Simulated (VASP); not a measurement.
Wanted: the native input for a VASP 6.6.1 run.

- Task: single point
- Functional: PBE
- Dispersion: D3(BJ)
- Potentials or basis: VASP PAW PBE potentials, release 64 (Sb)
- Cutoff: 520 eV
- k mesh: 9 × 9 × 1
- Occupations: gaussian, width 0.05 eV
- Spin: no spin polarisation
- Dipole correction: yes
- Further INCAR settings: ALGO = Normal; EDIFF = 1e-06; NBANDS = 18

The structure of Sb lies in POSCAR:

```
Sb
1.0
    4.0686848921      0.0000000000      0.0000000000
   -2.0343424461      3.5235844766      0.0000000000
    0.0000000000      0.0000000000     20.8000277116
Sb
4
Direct
    0.3333333333      0.6666666667      0.2957305196
    0.6666666667      0.3333333333      0.2163458656
    0.6666666667      0.3333333333      0.5697261328
    0.3333333333      0.6666666667      0.4903457132
```

These files were run (other wordings do the same):

INCAR

```
SYSTEM = Sb
PREC = Accurate
ENCUT = 520
EDIFF = 1E-6
ISMEAR = 0
SIGMA = 0.05
LREAL = .FALSE.
LASPH = .TRUE.
NELM = 100
ALGO = Normal
ISIF = 2
LWAVE = .FALSE.
LCHARG = .FALSE.
LDIPOL = .TRUE.
IDIPOL = 3
DIPOL = 0.5 0.5 0.393
GGA = PE
IVDW = 12
NBANDS = 18
```

KPOINTS

```
regular mesh
0
G
  9 9 1
  0 0 0
```

Potentials or basis: VASP PAW PBE potentials, release 64 (Sb).

Command:

```console
$ cat potpaw_PBE.64/Sb/POTCAR > POTCAR
$ mpirun -np 1 vasp_std > vasp.out
```

It gave:

| Item | Value |
| --- | --- |
| Largest force | 0.087 eV/Å |
| Band gap on the k mesh | 0.90 eV, indirect (least direct gap 1.43 eV) |
| Dispersion energy per atom | -0.284 eV |

Caveat: spin-orbit coupling is left out, which moves the levels of the heavy elements.

It took 94 s on 1 thread of Intel(R) Xeon(R) 6975P-C (Granite Rapids) (shared host), peak memory 0.38 GiB.
